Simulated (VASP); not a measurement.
# AlN (zincblende type) (F-43m) in VASP: further runs

The runs below take AlN (zincblende type) through single point, with PBE.

All numbers are computed with VASP 6.6.1; they aren't measurements. Logs are shortened: lines on timing, memory, paths and dates and some standing lists are left out, and cuts for length are marked.

### 1 The cell of the first run

The structure is cubic, space group F-43m (No. 216). The conventional cell has a = 3.827 Å, b = 3.827 Å, c = 3.827 Å, α = 90.00°, β = 90.00°, γ = 90.00°. Within 2.2 Å of Al (site symmetry -43m) lie 4 N at 1.66 Å. N (site symmetry -43m) has 4 Al at 1.66 Å within 2.2 Å.

### 2 Single point, PBE

INCAR reads:

```
PREC = Accurate ; ENCUT = 520
EDIFF = 1E-6 ; ISMEAR = -1
SIGMA = 0.08 ; LREAL = False
LASPH = True ; NELM = 100
ALGO = Normal ; ISIF = 2
LWAVE = False ; LCHARG = True
GGA = PE ; LELF = True
LVHAR = True ; NBANDS = 11
```

KPOINTS reads:

```
Automatic mesh
0
Gamma
  17 17 17
```

POSCAR reads:

```
AlN
1.0
    0.0000000000      1.9136311730      1.9136311730
    1.9136311730      0.0000000000      1.9136311730
    1.9136311730      1.9136311730      0.0000000000
Al N
1 1
Direct
    0.0000000000      0.0000000000      0.0000000000
    0.2500000000      0.2500000000      0.2500000000
```

Potentials or basis: VASP PAW PBE potentials, release 64 (Al, N).

Run with:

```sh
> cat potpaw_PBE.64/Al/POTCAR potpaw_PBE.64/N/POTCAR > POTCAR
> mpirun -np 1 vasp_std > vasp.out
```

OUTCAR:

```text
PREC = Accurate
   ENCUT = 520
   EDIFF = 1E-6
   ISMEAR = -1
   LREAL = False
   LASPH = True
   NELM = 100
   ISIF = 2
   GGA = PE

 ion  position               nearest neighbor table
   1  0.000  0.000  0.000-   2 1.66   2 1.66   2 1.66   2 1.66
   2  0.250  0.250  0.250-   1 1.66   1 1.66   1 1.66   1 1.66

  LATTYP: Found a face centered cubic cell.
 ALAT       =     3.8272623460

  Lattice vectors:

 A1 = (   0.0000000000,   1.9136311730,   1.9136311730)
 A2 = (   1.9136311730,   0.0000000000,   1.9136311730)
 A3 = (   1.9136311730,   1.9136311730,   0.0000000000)

Analysis of symmetry for initial positions (statically):
[... 5 lines left out ...]
 face centered cubic supercell.

 Subroutine GETGRP returns: Found 24 space group operations
 (whereof 24 operations were pure point group operations)
 out of a pool of 48 trial point group operations.

The static configuration has the point symmetry T_d .

Analysis of symmetry for dynamics (positions and initial velocities):
[... 5 lines left out ...]
 face centered cubic supercell.

 Subroutine GETGRP returns: Found 24 space group operations
 (whereof 24 operations were pure point group operations)
 out of a pool of 48 trial point group operations.

The dynamic configuration has the point symmetry T_d .

 Subroutine INISYM returns: Found 24 space group operations
 (whereof 24 operations are pure point group operations),
 and found     1 'primitive' translations

----------------------------------------------------------------------------------------

                                     Primitive cell

  volume of cell :      14.0154

  direct lattice vectors                    reciprocal lattice vectors
     0.000000000  1.913631173  1.913631173    -0.261283369  0.261283369  0.261283369
     1.913631173  0.000000000  1.913631173     0.261283369 -0.261283369  0.261283369
     1.913631173  1.913631173  0.000000000     0.261283369  0.261283369 -0.261283369

  length of vectors
     2.706283158  2.706283158  2.706283158     0.452556070  0.452556070  0.452556070

  position of ions in fractional coordinates (direct lattice)
     0.000000000  0.000000000  0.000000000
     0.250000000  0.250000000  0.250000000

  ion indices of the primitive-cell ions
   primitive index   ion index
                 1           1
                 2           2

----------------------------------------------------------------------------------------

 KPOINTS: Automatic mesh

Automatic generation of k-mesh.
[... 58 lines left out ...]
   ISTART =      0    job   : 0-new  1-cont  2-samecut
   ICHARG =      2    charge: 1-file 2-atom 10-const
   ISPIN  =      1    spin polarized calculation?
   LNONCOLLINEAR =      F non collinear calculations
   LSORBIT =      F    spin-orbit coupling
   LASPH  =      T    aspherical Exc in radial PAW
   ENCUT  =  520.0 eV  38.22 Ry    6.18 a.u.   5.03  5.03  5.03*2*pi/ulx,y,z
   NELM   =    100;   NELMIN=  2; NELMDL= -5     # of ELM steps
   EDIFF  = 0.1E-05   stopping-criterion for ELM
   LREAL  =      F    real-space projection
   EDIFFG = 0.1E-04   stopping-criterion for IOM
   NSW    =      0    number of steps for IOM
   IBRION =     -1    ionic relax: 0-MD 1-quasi-New 2-CG
[... 8 lines left out ...]
   EMIN   =  10.00;   EMAX   =-10.00  energy-range for DOS
   EFERMI =   0.00;   METHOD = LEGACY
   ISMEAR =    -1;   SIGMA  =   0.08  broadening in eV -4-tet -1-fermi 0-gaus
   EFERMI_NEDOS =   21; number of points for ismear=-14 and -15
   IALGO  =     38    algorithm
   IMIX   =      4    mixing-type and parameters
     AMIX     =   0.40;   BMIX     =  1.00
     AMIX_MAG =   1.60;   BMIX_MAG =  1.00
  volume/ion in A,a.u.               =       7.01        47.29
  Fermi-wavevector in a.u.,A,eV,Ry     =   1.358011  2.566269 25.091778  1.844194
  Thomas-Fermi vector in A             =   2.484881
   LORBIT       =      0    0 simple, 1 ext, 2 COOP (PROOUT), +10 PAW based schemes
   GGA     = PE    functional components
   LHFCALC =     F    Hartree Fock is set to
   AEXX    =    0.0000 exact exchange contribution
   IVDW    =     0    specifies the selected vdW correction
   LEPSILON=     F    determine dielectric tensor
   LRPA    =     F    only Hartree local field effects (RPA)
 non-spin polarized calculation
  energy-cutoff  :      520.00
  volume of cell :       14.02
 maximum number of plane-waves:       388
   NGX =  9   NGY =  9   NGZ =  9

 number of electron       7.9999997 magnetization

 Free energy of the ion-electron system (eV)
  ---------------------------------------------------
  ext. energy  EPLUGINS =         0.00000000
  ---------------------------------------------------
  free energy    TOTEN  =       -11.88477089 eV

  energy without entropy =      -11.88477089  energy(sigma->0) =      -11.88477089

 E-fermi :  12.1891     XC(G=0): -12.7914

 val. band max:       10.4084353161   @ k =  -0.1176   0.1176   0.0000
 cond. band min:      13.8642563841   @ k =   0.4706   0.4706   0.0000
 fundamental gap:      3.4558210680
 Fermi energy:        12.1890556145

 k-point     1 :       0.0000    0.0000    0.0000
  band No.  band energies     occupation
      1      -7.2199      2.00000
      2      10.3864      2.00000
      3      10.3864      2.00000
      4      10.3864      2.00000
      5      18.6090      0.00000
      6      27.4188      0.00000
      7      27.4188      0.00000
      8      27.4188      0.00000
      9      31.5258      0.00000
     10      31.5258      0.00000
     11      34.0262      0.00000
[... 309 lines left out ...]
 k-point    24 :      -0.1176    0.0588    0.0000
  band No.  band energies     occupation
      1      -6.7341      2.00000
      2       8.7890      2.00000
      3      10.0351      2.00000
      4      10.3936      2.00000
      5      19.6818      0.00000
      6      26.4636      0.00000
      7      27.3079      0.00000
      8      27.5800      0.00000
      9      28.5709      0.00000
     10      30.6021      0.00000
     11      33.5946      0.00000

 [... further k-points ...]
[... 5 lines left out ...]
  --------------------------------------------------------------------------------------
  -------------------------------------------------------------------------------------
  Total       15.9539681     15.9539681     15.9539681     -0.0000000     -0.0000000     -0.0000000
  in kB     1823.7890086   1823.7890086   1823.7890086     -0.0000000     -0.0000000     -0.0000000
  external PRESSURE =    1823.7890086 kB  Pullay stress =       0.0000000 kB

 VOLUME and BASIS-vectors are now :
 -----------------------------------------------------------------------------
  energy-cutoff  :      520.00
  volume of cell :       14.02
      direct lattice vectors                 reciprocal lattice vectors
     0.000000000  1.913631173  1.913631173    -0.261283369  0.261283369  0.261283369
     1.913631173  0.000000000  1.913631173     0.261283369 -0.261283369  0.261283369
     1.913631173  1.913631173  0.000000000     0.261283369  0.261283369 -0.261283369

 POSITION                                       TOTAL-FORCE (eV/Angst)
 -----------------------------------------------------------------------------------
      0.00000      0.00000      0.00000         0.000000     -0.000000      0.000000
      0.95682      0.95682      0.95682        -0.000000      0.000000     -0.000000
 -----------------------------------------------------------------------------------
    total drift:                               -0.000000     -0.000000      0.000000

  FREE ENERGIE OF THE ION-ELECTRON SYSTEM (eV)
  ---------------------------------------------------
  free  energy   TOTEN  =       -11.8847708907 eV

  energy  without entropy=      -11.8847708906  energy(sigma->0) =      -11.88477089
```

OSZICAR:

```text
N       E                     dE             d eps       ncg     rms          rms(c)
DAV:   1     0.128918402736E+02    0.12892E+02   -0.42757E+03  3809   0.633E+02
DAV:   2    -0.148187502177E+02   -0.27711E+02   -0.26713E+02  4342   0.156E+02
DAV:   3    -0.154134500542E+02   -0.59470E+00   -0.59424E+00  4468   0.204E+01
DAV:   4    -0.154159365139E+02   -0.24865E-02   -0.24863E-02  4163   0.141E+00
DAV:   5    -0.154159578814E+02   -0.21367E-04   -0.21367E-04  4425   0.123E-01    0.115E+01
DAV:   6    -0.120186204327E+02    0.33973E+01   -0.11728E+01  4168   0.197E+01    0.408E+00
DAV:   7    -0.118971374350E+02    0.12148E+00   -0.67447E-01  4269   0.534E+00    0.275E+00
DAV:   8    -0.118857855529E+02    0.11352E-01   -0.29191E-02  4053   0.156E+00    0.662E-01
DAV:   9    -0.118847730531E+02    0.10125E-02   -0.26913E-03  4308   0.352E-01    0.350E-01
DAV:  10    -0.118847791805E+02   -0.61274E-05   -0.40004E-04  4083   0.137E-01    0.927E-02
DAV:  11    -0.118847706784E+02    0.85021E-05   -0.29414E-05  4215   0.387E-02    0.801E-03
DAV:  12    -0.118847708907E+02   -0.21223E-06   -0.67037E-07  3475   0.816E-03
   1 F= -.11884771E+02 E0= -.11884771E+02  d E =-.290357E-10
```

stdout:

```text
POSCAR found type information on POSCAR AlN
 POSCAR found :  2 types and       2 ions
 scaLAPACK will be used
 LDA part: xc-table for (Slater+PW92), standard interpolation
 POSCAR, INCAR and KPOINTS ok, starting setup
 FFT: planning ... GRIDC
 FFT: planning ... GRID_SOFT
 FFT: planning ... GRID
 WAVECAR not read
 entering main loop
```

It took 16 s on 1 thread of Intel Xeon 6975P-C (Granite Rapids), shared host; peak memory 0.13 GiB.

Results:

- Free energy: -11.8848 eV
- Pressure: 182.4 GPa
- Band gap on the k mesh: 3.46 eV, indirect (least direct gap 5.59 eV)

A k mesh can miss the band edges. As with any semilocal functional, this PBE gap is likely too small.

### 3 Single point, PBE

INCAR reads:

```
SYSTEM = AlN
ALGO = Normal
EDIFF = 1E-6
ENCUT = 520
GGA = PE
ISIF = 2
ISMEAR = -1
LASPH = .TRUE.
LCHARG = .FALSE.
LREAL = .FALSE.
LWAVE = .FALSE.
NBANDS = 11
NELM = 100
PREC = Accurate
SIGMA = 0.08
```

KPOINTS reads:

```
k-points
0
G
  17 17 17
  0 0 0
```

POSCAR reads:

```
AlN
1.0
    0.0000000000      1.9142484744      1.9142484744
    1.9142484744      0.0000000000      1.9142484744
    1.9142484744      1.9142484744      0.0000000000
Al N
1 1
Direct
    0.0000000000      0.0000000000      0.0000000000
    0.2500000000      0.2500000000      0.2500000000
```

Potentials or basis: VASP PAW PBE potentials, release 64 (Al, N).

Run with:

```sh
> cat potpaw_PBE.64/Al/POTCAR potpaw_PBE.64/N/POTCAR > POTCAR
> mpirun -np 1 vasp_std > vasp.out
```

OUTCAR:

```text
SYSTEM = AlN
   EDIFF = 1E-6
   ENCUT = 520
   GGA = PE
   ISIF = 2
   ISMEAR = -1
   LASPH = .TRUE.
   LREAL = .FALSE.
   NELM = 100
   PREC = Accurate

 ion  position               nearest neighbor table
   1  0.000  0.000  0.000-   2 1.66   2 1.66   2 1.66   2 1.66
   2  0.250  0.250  0.250-   1 1.66   1 1.66   1 1.66   1 1.66

  LATTYP: Found a face centered cubic cell.
 ALAT       =     3.8284969488

  Lattice vectors:

 A1 = (   0.0000000000,   1.9142484744,   1.9142484744)
 A2 = (   1.9142484744,   0.0000000000,   1.9142484744)
 A3 = (   1.9142484744,   1.9142484744,   0.0000000000)

Analysis of symmetry for initial positions (statically):
=====================================================================
 Subroutine PRICEL returns:
 Original cell was already a primitive cell.

 Routine SETGRP: Setting up the symmetry group for a
 face centered cubic supercell.

 Subroutine GETGRP returns: Found 24 space group operations
 (whereof 24 operations were pure point group operations)
 out of a pool of 48 trial point group operations.

The static configuration has the point symmetry T_d .

[... 170 lines left out ...]
      3      10.3738      2.00000
      4      10.3738      2.00000
      5      18.5852      0.00000
      6      27.3939      0.00000
      7      27.3939      0.00000
      8      27.3939      0.00000
      9      31.5042      0.00000
     10      31.5042      0.00000
     11      34.0008      0.00000
[... 309 lines left out ...]
 k-point    24 :      -0.1176    0.0588    0.0000
  band No.  band energies     occupation
      1      -6.7400      2.00000
      2       8.7768      2.00000
      3      10.0227      2.00000
      4      10.3809      2.00000
      5      19.6585      0.00000
      6      26.4404      0.00000
      7      27.2833      0.00000
      8      27.5575      0.00000
      9      28.5480      0.00000
     10      30.5784      0.00000
     11      33.5694      0.00000

 [... further k-points ...]

------------------------ aborting loop because EDIFF is reached ----------------------------------------

  FORCE on cell =-STRESS in cart. coord.  units (eV):
  Direction    XX          YY          ZZ          XY          YZ          ZX
  --------------------------------------------------------------------------------------
  -------------------------------------------------------------------------------------
  Total       15.9034932     15.9034932     15.9034932      0.0000000      0.0000000      0.0000000
  in kB     1816.2606951   1816.2606951   1816.2606951      0.0000000      0.0000000      0.0000000
  external PRESSURE =    1816.2606951 kB  Pullay stress =       0.0000000 kB

 VOLUME and BASIS-vectors are now :
 -----------------------------------------------------------------------------
  energy-cutoff  :      520.00
  volume of cell :       14.03
      direct lattice vectors                 reciprocal lattice vectors
     0.000000000  1.914248474  1.914248474    -0.261199111  0.261199111  0.261199111
     1.914248474  0.000000000  1.914248474     0.261199111 -0.261199111  0.261199111
     1.914248474  1.914248474  0.000000000     0.261199111  0.261199111 -0.261199111

 POSITION                                       TOTAL-FORCE (eV/Angst)
 -----------------------------------------------------------------------------------
      0.00000      0.00000      0.00000         0.000000      0.000000      0.000000
      0.95712      0.95712      0.95712        -0.000000     -0.000000     -0.000000
 -----------------------------------------------------------------------------------
    total drift:                               -0.000000     -0.000000      0.000000

  FREE ENERGIE OF THE ION-ELECTRON SYSTEM (eV)
  ---------------------------------------------------
  free  energy   TOTEN  =       -11.9002078382 eV

  energy  without entropy=      -11.9002078381  energy(sigma->0) =      -11.90020784
```

Run time: 17 s. Hardware: 1 thread of Intel Xeon 6975P-C (Granite Rapids), shared host; peak memory 0.13 GiB.

Results:

```
Free energy            : -11.9002 eV
Pressure               : 181.6 GPa
Band gap on the k mesh : 3.46 eV, indirect (least direct gap 5.59 eV)
```

Levels at points of the mesh, in eV from the valence-band top:
```csv
k point,band 1,band 2,band 3,band 4,band 5,band 6,band 7,band 8
"(0.00, 0.00, 0.00)",-17.62,-0.02,-0.02,-0.02,8.19,17.00,17.00,17.00
```
